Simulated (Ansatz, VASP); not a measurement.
# BP in VASP and in Ansatz

File POSCAR:

```
BP
1.0
    3.2039354075      0.0000000000      0.0000000000
   -1.6019677038      2.7746894549      0.0000000000
    0.0000000000      0.0000000000      8.4666274574
B P
2 2
Direct
    0.3333333333      0.6666666667      0.2500000000
    0.6666666667      0.3333333333      0.7500000000
    0.6666666667      0.3333333333      0.2500000000
    0.3333333333      0.6666666667      0.7500000000
```

File INCAR.step1:

```
SYSTEM = BP
PREC = Accurate ; ENCUT = 520
ISMEAR = 0 ; SIGMA = 0.01
LREAL = .FALSE. ; LASPH = .TRUE.
NELM = 60 ; NBANDS = 16
GGA = PE ; ALGO = Normal
EDIFF = 1E-4 ; LWAVE = .TRUE.
LCHARG = .FALSE.
```

INCAR.step2

```
SYSTEM = BP
PREC = Accurate ; ENCUT = 520
EDIFF = 1E-7 ; ISMEAR = 0
SIGMA = 0.01 ; LREAL = .FALSE.
LASPH = .TRUE. ; NELM = 60
ALGO = Normal ; ISIF = 2
LWAVE = .FALSE. ; LCHARG = .TRUE.
METAGGA = R2SCAN ; LMIXTAU = .TRUE.
LELF = .TRUE. ; LVHAR = .TRUE.
NBANDS = 16 ; ISTART = 1
```

KPOINTS

```
Automatic mesh
0
G
  9 9 4
  0 0 0
```

Input for Ansatz:

```yaml
crystal:
  lattice:
    - [3.2039354075, 0.0, 0.0]
    - [-1.6019677038, 2.7746894549, 0.0]
    - [0.0, 0.0, 8.4666274574]
  atoms:
    - { symbol: B, position: [0.3333333333, 0.6666666667, 0.25] }
    - { symbol: B, position: [0.6666666667, 0.3333333333, 0.75] }
    - { symbol: P, position: [0.6666666667, 0.3333333333, 0.25] }
    - { symbol: P, position: [0.3333333333, 0.6666666667, 0.75] }
kpoints:
  mp_grid: { grid: [9, 9, 4] }
hamiltonian:
  xc: r2scan
scf:
  occupations: { method: fixed }
  n_extra_bands: 5
output:
  forces: true
  stress: true
  eigenvalues: true
```

Alike in both runs: task single point; functional r2SCAN; k mesh 9 × 9 × 4; no spin polarisation.

|  | VASP | Ansatz |
| --- | --- | --- |
| version | VASP 6.6.1 | Ansatz 0.2.0 |
| potentials or method | VASP PAW PBE potentials, release 64 (B, P) | plane waves, PAW |
| plane-wave cutoff (eV) | 520 | 500 |
| occupations | gaussian, width 0.01 eV | fixed |
| valence electrons in the cell | 16 | 16 |

```tsv
	VASP	Ansatz	Ansatz less VASP
gap on the k mesh at the Fermi level (eV)	1.07	1.05	-0.022
pressure (GPa)	-0.4	0.0	+0.34
traceless stress, the component that is largest in VASP (GPa)	0.26	-0.03	-0.285
```

VASP's potentials were made for PBE, not for r2SCAN.
